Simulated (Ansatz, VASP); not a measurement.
## Al30Ga in VASP and in Ansatz

```
Al Ga
1.0
     8.10000    0.00000    0.00000
     0.00000    8.10000    0.00000
     0.00000    0.00000    8.10000
Al Ga
30 1
Cartesian
  4.0504 0.0206 -0.0137
  6.0544 2.0246 -0.0137
  6.0794 -0.0044 2.0250
  -0.0078 -0.0087 0.0100
  2.0346 2.0155 -0.0044
  4.0595 4.0404 -0.0044
  6.0837 6.0828 0.0100
  2.0137 -0.0129 2.0250
  4.0531 2.0219 2.0250
  6.0879 4.0613 2.0250
  4.0504 0.0206 4.0637
  6.0544 2.0246 4.0637
  6.0568 0.0182 6.0750
  -0.0028 4.0583 0.0087
  2.0167 6.0778 0.0087
  -0.0095 2.0219 2.0250
  2.0158 4.0592 2.0250
  4.0531 6.0845 2.0250
  -0.0078 -0.0087 4.0400
  2.0346 2.0155 4.0544
  4.0595 4.0404 4.0544
  6.0837 6.0828 4.0400
  2.0380 0.0103 6.0750
  6.0647 4.0370 6.0750
  -0.0018 6.0768 2.0250
  -0.0028 4.0583 4.0413
  2.0167 6.0778 4.0413
  -0.0092 2.0169 6.0750
  4.0581 6.0842 6.0750
  -0.0028 6.0778 6.0750
  2.0749 4.0001 6.0750
```

Alike in both runs: functional PBE; k mesh 3 × 3 × 3; occupations gaussian, width 0.05 eV; no spin polarisation.

Ansatz relaxed the structure, and its values are those at the end. VASP's run is a single point on that final structure, the one shown.

|  | VASP | Ansatz |
| --- | --- | --- |
| version | VASP 6.6.1 | Ansatz 0.2.0 |
| potentials or method | VASP PAW PBE potentials, release 64 (Al, Ga_d), cutoff 520 eV | scalar-relativistic, plane waves, PAW |
| valence electrons in the cell | 103 | 103 |

```csv
,VASP,Ansatz,Ansatz less VASP
rms of the force components (eV/Å),0.004,0.004,-0.0007
```
